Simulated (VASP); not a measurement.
# Cu in VASP: notebook

The runs below take Cu through relaxation of cell and atoms, single point, with PBEsol.

Program: VASP 6.6.1. These are calculated values, not measurements. Logs are shortened: lines on timing, memory, paths and dates and some standing lists are left out, and cuts for length are marked.

### Step 1. The cell of the first run

The structure is cubic, space group Fm-3m (No. 225). Conventional cell: a = 3.587 Å, b = 3.587 Å, c = 3.587 Å, α = 90.00°, β = 90.00°, γ = 90.00°. Within 3.3 Å of Cu (site symmetry m-3m) lie 12 Cu at 2.54 Å.

### Step 2. Relaxation of cell and atoms, PBEsol, target pressure -2 GPa, at which the enthalpy is minimised

INCAR reads:

```
SYSTEM = Cu
ALGO     = Fast           ! electronic algorithm
EDIFF    = 1E-6           ! SCF threshold, eV
EDIFFG   = -0.008         ! ionic threshold
ENCUT    = 600            ! plane-wave cutoff, eV
GGA      = PS             ! functional
IBRION   = 2              ! ionic algorithm
ISIF     = 3              ! what is computed and relaxed
ISMEAR   = 0              ! smearing method
LASPH    = .TRUE.         ! aspherical terms in the spheres
LCHARG   = .FALSE.        ! write CHGCAR
LREAL    = .FALSE.        ! projectors in reciprocal space
LWAVE    = .FALSE.        ! write WAVECAR
NELM     = 100            ! most SCF steps
NSW      = 70             ! ionic steps
PREC     = Accurate       ! precision mode
PSTRESS  = -20.0        
SIGMA    = 0.1            ! smearing width, eV
```

KPOINTS reads:

```
k-points
0
G
  20 20 20
  0 0 0
```

POSCAR reads:

```
Cu
1.0
    0.0000000000      1.7933655010      1.7933655010
    1.7933655010      0.0000000000      1.7933655010
    1.7933655010      1.7933655010      0.0000000000
Cu
1
Direct
    0.0000000000      0.0000000000      0.0000000000
```

Potentials or basis: VASP PAW PBE potentials, release 64 (Cu).

On the command line:

```console
> cat potpaw_PBE.64/Cu/POTCAR > POTCAR
> mpirun -np 1 vasp_std > vasp.out
```

OUTCAR:

```text
SYSTEM = Cu
   EDIFF = 1E-6
   EDIFFG = -0.008
   ENCUT = 600
   GGA = PS
   IBRION = 2
   ISIF = 3
   ISMEAR = 0
   LASPH = .TRUE.
   LREAL = .FALSE.
   NELM = 100
   NSW = 70
   PREC = Accurate
   PSTRESS = -20.0

 ion  position               nearest neighbor table
   1  0.000  0.000  0.000-

  LATTYP: Found a face centered cubic cell.
 ALAT       =     3.5867310020

  Lattice vectors:

 A1 = (   0.0000000000,   1.7933655010,   1.7933655010)
 A2 = (   1.7933655010,   0.0000000000,   1.7933655010)
 A3 = (   1.7933655010,   1.7933655010,   0.0000000000)

Analysis of symmetry for initial positions (statically):
=====================================================================
 Subroutine PRICEL returns:
 Original cell was already a primitive cell.

 Routine SETGRP: Setting up the symmetry group for a
 face centered cubic supercell.

 Subroutine GETGRP returns: Found 48 space group operations
 (whereof 48 operations were pure point group operations)
 out of a pool of 48 trial point group operations.

The static configuration has the point symmetry O_h .

Analysis of symmetry for dynamics (positions and initial velocities):
=====================================================================
 Subroutine PRICEL returns:
 Original cell was already a primitive cell.

 Routine SETGRP: Setting up the symmetry group for a
 face centered cubic supercell.

 Subroutine GETGRP returns: Found 48 space group operations
 (whereof 48 operations were pure point group operations)
 out of a pool of 48 trial point group operations.

The dynamic configuration has the point symmetry O_h .

 Subroutine INISYM returns: Found 48 space group operations
 (whereof 48 operations are pure point group operations),
 and found     1 'primitive' translations

----------------------------------------------------------------------------------------

                                     Primitive cell

  volume of cell :      11.5355

  direct lattice vectors                    reciprocal lattice vectors
     0.000000000  1.793365501  1.793365501    -0.278805408  0.278805408  0.278805408
     1.793365501  0.000000000  1.793365501     0.278805408 -0.278805408  0.278805408
     1.793365501  1.793365501  0.000000000     0.278805408  0.278805408 -0.278805408

  length of vectors
     2.536201814  2.536201814  2.536201814     0.482905132  0.482905132  0.482905132

  position of ions in fractional coordinates (direct lattice)
     0.000000000  0.000000000  0.000000000

  ion indices of the primitive-cell ions
   primitive index   ion index
                 1           1

----------------------------------------------------------------------------------------

 KPOINTS: k-points

Automatic generation of k-mesh.
 Grid dimensions read from file:
 generate k-points for:   20   20   20

 Generating k-lattice:

  Cartesian coordinates                     Fractional coordinates (reciprocal lattice)
    -0.013940270  0.013940270  0.013940270     0.050000000  0.000000000  0.000000000
     0.013940270 -0.013940270  0.013940270     0.000000000  0.050000000  0.000000000
     0.013940270  0.013940270 -0.013940270     0.000000000  0.000000000  0.050000000

  Length of vectors
     0.024145257  0.024145257  0.024145257

  Shift w.r.t. Gamma in fractional coordinates (k-lattice)
     0.000000000  0.000000000  0.000000000

 Subroutine IBZKPT returns following result:
 ===========================================

 Found    256 irreducible k-points:

 Following reciprocal coordinates:
            Coordinates               Weight
  0.000000  0.000000  0.000000      1.000000
  0.050000  0.000000  0.000000      8.000000
  0.100000  0.000000  0.000000      8.000000
  0.150000  0.000000  0.000000      8.000000
  0.200000  0.000000  0.000000      8.000000
  0.250000  0.000000  0.000000      8.000000
[... 16 lines left out ...]
 -0.400000  0.050000  0.000000     24.000000
 -0.350000  0.050000  0.000000     24.000000
 [... further k-points ...]
   k-points           NKPTS =    256   k-points in BZ     NKDIM =    256   number of bands    NBANDS=      9
   number of dos      NEDOS =    301   number of ions     NIONS =      1
   total plane-waves  NPLWV =   8000
   dimension x,y,z NGX =    20 NGY =   20 NGZ =   20
   dimension x,y,z NGXF=    40 NGYF=   40 NGZF=   40
   ions per type =               1
   NGX,Y,Z   is equivalent  to a cutoff of  13.11, 13.11, 13.11 a.u.
   NGXF,Y,Z  is equivalent  to a cutoff of  26.22, 26.22, 26.22 a.u.
 SYSTEM =  Cu
   PREC   = accura    normal or accurate (medium, high low for compatibility)
   ISTART =      0    job   : 0-new  1-cont  2-samecut
   ICHARG =      2    charge: 1-file 2-atom 10-const
   ISPIN  =      1    spin polarized calculation?
   LNONCOLLINEAR =      F non collinear calculations
   LSORBIT =      F    spin-orbit coupling
   LASPH  =      T    aspherical Exc in radial PAW
   ENCUT  =  600.0 eV  44.10 Ry    6.64 a.u.   5.07  5.07  5.07*2*pi/ulx,y,z
   NELM   =    100;   NELMIN=  2; NELMDL= -5     # of ELM steps
   EDIFF  = 0.1E-05   stopping-criterion for ELM
   LREAL  =      F    real-space projection
   EDIFFG = -.8E-02   stopping-criterion for IOM
   NSW    =     70    number of steps for IOM
   IBRION =      2    ionic relax: 0-MD 1-quasi-New 2-CG
   NFREE  =      1    steps in history (QN), initial steepest desc. (CG)
   ISIF   =      3    stress and relaxation
   ISYM   =      2    0-nonsym 1-usesym 2-fastsym
   POTIM  = 0.5000    time-step for ionic-motion
   TEBEG  =    0.0;   TEEND  =   0.0 temperature during run
   PSTRESS=  -20.0 pullay stress
   NELECT =      11.0000    total number of electrons
   NUPDOWN=      -1.0000    fix difference up-down
   EMIN   =  10.00;   EMAX   =-10.00  energy-range for DOS
   EFERMI =   0.00;   METHOD = LEGACY
   ISMEAR =     0;   SIGMA  =   0.10  broadening in eV -4-tet -1-fermi 0-gaus
   EFERMI_NEDOS =   21; number of points for ismear=-14 and -15
   IALGO  =     68    algorithm
   IMIX   =      4    mixing-type and parameters
     AMIX     =   0.40;   BMIX     =  1.00
     AMIX_MAG =   1.60;   BMIX_MAG =  1.00
  volume/ion in A,a.u.               =      11.54        77.85
  Fermi-wavevector in a.u.,A,eV,Ry     =   1.611364  3.045036 35.327433  2.596493
  Thomas-Fermi vector in A             =   2.706766
   LORBIT       =      0    0 simple, 1 ext, 2 COOP (PROOUT), +10 PAW based schemes
   GGA     = PS    functional components
   LHFCALC =     F    Hartree Fock is set to
   AEXX    =    0.0000 exact exchange contribution
   IVDW    =     0    specifies the selected vdW correction
   LEPSILON=     F    determine dielectric tensor
   LRPA    =     F    only Hartree local field effects (RPA)
 conjugate gradient relaxation of ions
 non-spin polarized calculation
 RMM-DIIS sequential band-by-band and
 Gauss-broadening in eV      SIGMA  =   0.10
  energy-cutoff  :      600.00
  volume of cell :       11.54
 maximum number of plane-waves:       396
   NGX = 11   NGY = 11   NGZ = 11

--------------------------------------- Ionic step        1  -------------------------------------------

 number of electron      11.0000010 magnetization

 Free energy of the ion-electron system (eV)
  ---------------------------------------------------
  ext. energy  EPLUGINS =         0.00000000
  ---------------------------------------------------
  free energy    TOTEN  =        -4.30896442 eV

  energy without entropy =       -4.30766078  energy(sigma->0) =       -4.30831260

------------------------ aborting loop because EDIFF is reached ----------------------------------------

  FORCE on cell =-STRESS in cart. coord.  units (eV):
  Direction    XX          YY          ZZ          XY          YZ          ZX
  --------------------------------------------------------------------------------------
  -------------------------------------------------------------------------------------
  Total       -0.1553159     -0.1553159     -0.1553159      0.0000000     -0.0000000      0.0000000
  in kB      -21.5719770    -21.5719770    -21.5719770      0.0000000     -0.0000000      0.0000000
  external PRESSURE =      -1.5719770 kB  Pullay stress =     -20.0000000 kB
[... 133 lines left out ...]
  enthalpy is  TOTEN    =        -4.4529844380 eV   P V=       -0.1438267673

--------------------------------------- Ionic step        5  -------------------------------------------

 number of electron      11.0000010 magnetization

 Free energy of the ion-electron system (eV)
  ---------------------------------------------------
  ext. energy  EPLUGINS =         0.00000000
  ---------------------------------------------------
  free energy    TOTEN  =        -4.30917989 eV

  energy without entropy =       -4.30787740  energy(sigma->0) =       -4.30852865

 E-fermi :   7.6741     XC(G=0): -13.0536

 val. band max:        7.6729011853   @ k =   0.5000   0.2500   0.1000
 cond. band min:       7.7255370792   @ k =  -0.4500   0.1000   0.0000
 fundamental gap:      0.0526358939
 Fermi energy:         7.6741258250

 k-point     1 :       0.0000    0.0000    0.0000
  band No.  band energies     occupation
      1      -1.8689      2.00000
      2       4.6087      2.00000
      3       4.6087      2.00000
      4       4.6087      2.00000
      5       5.4736      2.00000
      6       5.4736      2.00000
      7      30.4932      0.00000
      8      33.3015      0.00000
      9      33.3015      0.00000
[... 265 lines left out ...]
 k-point    24 :      -0.3500    0.0500    0.0000
  band No.  band energies     occupation
      1       2.0057      2.00000
      2       4.6381      2.00000
      3       4.6801      2.00000
      4       4.7895      2.00000
      5       5.7989      2.00000
      6       6.0876      2.00000
      7      15.1132      0.00000
      8      27.7552      0.00000
      9      30.1421      0.00000

 [... further k-points ...]
[... 5 lines left out ...]
  --------------------------------------------------------------------------------------
  -------------------------------------------------------------------------------------
  Total       -0.1358623     -0.1358623     -0.1358623      0.0000000      0.0000000      0.0000000
  in kB      -18.8951990    -18.8951990    -18.8951990      0.0000000      0.0000000      0.0000000
  external PRESSURE =       1.1048010 kB  Pullay stress =     -20.0000000 kB
[... 16 lines left out ...]
  FREE ENERGIE OF THE ION-ELECTRON SYSTEM (eV)
  ---------------------------------------------------
  free  energy   TOTEN  =        -4.3091798913 eV

  energy  without entropy=       -4.3078774030  energy(sigma->0) =       -4.30852865

  enthalpy is  TOTEN    =        -4.4529860703 eV   P V=       -0.1438061790

 reached required accuracy - stopping structural energy minimisation
```

It took 71 s on 1 thread of Intel Xeon Platinum 8488C (Sapphire Rapids), shared host; peak memory 0.15 GiB.

Results:

| Quantity | Value |
| --- | --- |
| Free energy | -4.3092 eV |
| Relaxed volume | 11.52 Å³/atom |
| Relaxed cell | a = 2.535 Å, b = 2.535 Å, c = 2.535 Å, α = 60.00°, β = 60.00°, γ = 60.00° |
| Space group after relaxing (to 0.05 Å) | Fm-3m (No. 225) |
| Energy change on relaxing (the enthalpy is what falls) | -0.2 meV/atom |
| Ionic steps | 5 |
| Pressure after relaxing | -1.9 GPa |

The path:
| step | energy change (eV) | largest force (eV/Å) | pressure (GPa) | volume (Å³) |
| --- | --- | --- | --- | --- |
| 1 | 0.0000 | 0.0000 | -2.16 | 11.54 |
| 2 | -0.0003 | 0.0000 | -1.58 | 11.52 |
| 3 | -0.0001 | 0.0000 | -2.69 | 11.53 |
| 4 | -0.0002 | 0.0000 | -2.20 | 11.52 |
| 5 | -0.0002 | 0.0000 | -1.89 | 11.52 |

Final structure:
```xyz
1
Lattice="0.0000 1.7926 1.7926 1.7926 0.0000 1.7926 1.7926 1.7926 0.0000" Properties=species:S:1:pos:R:3 pbc="T T T"
Cu    0.0000    0.0000    0.0000
```

Caveat: the cell is relaxed towards a set pressure, so the enthalpy falls and the energy may rise; the PAW data sets were made with another functional, which shifts forces and pressure a little.

### Step 3. Relaxation of cell and atoms, PBEsol, target pressure 40 GPa, at which the enthalpy is minimised

This run uses another cell than the first one, of 9.59 Å³/atom, 0.831 times its volume.

INCAR reads:

```
PREC = Accurate ; ENCUT = 600
EDIFF = 1E-7 ; ISMEAR = 0
SIGMA = 0.1 ; LREAL = F
LASPH = T ; NELM = 80
ALGO = Normal ; ISIF = 3
LWAVE = F ; LCHARG = F
GGA = PS ; IBRION = 2
NSW = 70 ; EDIFFG = -0.008
PSTRESS = 400.0
```

KPOINTS reads:

```
Automatic mesh
0
Gamma
  22 22 22
```

POSCAR reads:

```
Cu
1.0
    0.0000000000      1.6859876129      1.6859876129
    1.6859876129      0.0000000000      1.6859876129
    1.6859876129      1.6859876129      0.0000000000
Cu
1
Direct
    0.0000000000      0.0000000000      0.0000000000
```

Potentials or basis: VASP PAW PBE potentials, release 64 (Cu).

On the command line:

```console
> cat potpaw_PBE.64/Cu/POTCAR > POTCAR
> mpirun -np 1 vasp_std > vasp.out
```

Run time: 62 s. Hardware: 1 thread of Intel Xeon Platinum 8488C (Sapphire Rapids), shared host; peak memory 0.16 GiB.

The run converged. Its results:

```yaml
Free_energy: -4.1295 eV
Relaxed_volume: 9.67 Å³/atom
Relaxed_cell: a = 2.391 Å, b = 2.391 Å, c = 2.391 Å, α = 60.00°, β = 60.00°, γ = 60.00°
Space_group_after_relaxing_to_0.05_Å: Fm-3m (No. 225)
Energy_change_on_relaxing_the_enthalpy_is_what_falls: -21.5 meV/atom
Ionic_steps: 3
Pressure_after_relaxing: 40.0 GPa
```

Step by step:
```
step  energy change (eV)  largest force (eV/Å)  pressure (GPa)  volume (Å³)
   1              0.0000                0.0000           43.05         9.59
   2             -0.0612                0.0000           34.11         9.84
   3             -0.0215                0.0000           39.99         9.67
```

Final structure:
```
CELL_PARAMETERS angstrom
0.00000 1.69084 1.69084
1.69084 0.00000 1.69084
1.69084 1.69084 0.00000
ATOMIC_POSITIONS crystal
Cu 0.00000 0.00000 0.00000
```

Levels at points of the mesh, in eV from the Fermi level:
```tsv
k point	band 2	band 3	band 4	band 5	band 6	band 7	band 8	band 9
(0.00, 0.00, 0.00)	-3.78	-3.78	-3.78	-2.65	-2.65	24.09	28.32	28.32
(0.50, 0.00, 0.00)	-3.83	-3.83	-1.88	-1.88	-1.72	4.81	22.49	25.24
(0.50, 0.50, 0.00)	-5.69	-1.90	-1.68	-1.68	1.25	8.55	14.61	14.61
```

Caveat: the cell is relaxed towards a set pressure, so the enthalpy falls and the energy may rise; the PAW data sets were made with another functional, which shifts forces and pressure a little.

(Continued in part 2 of 2.)
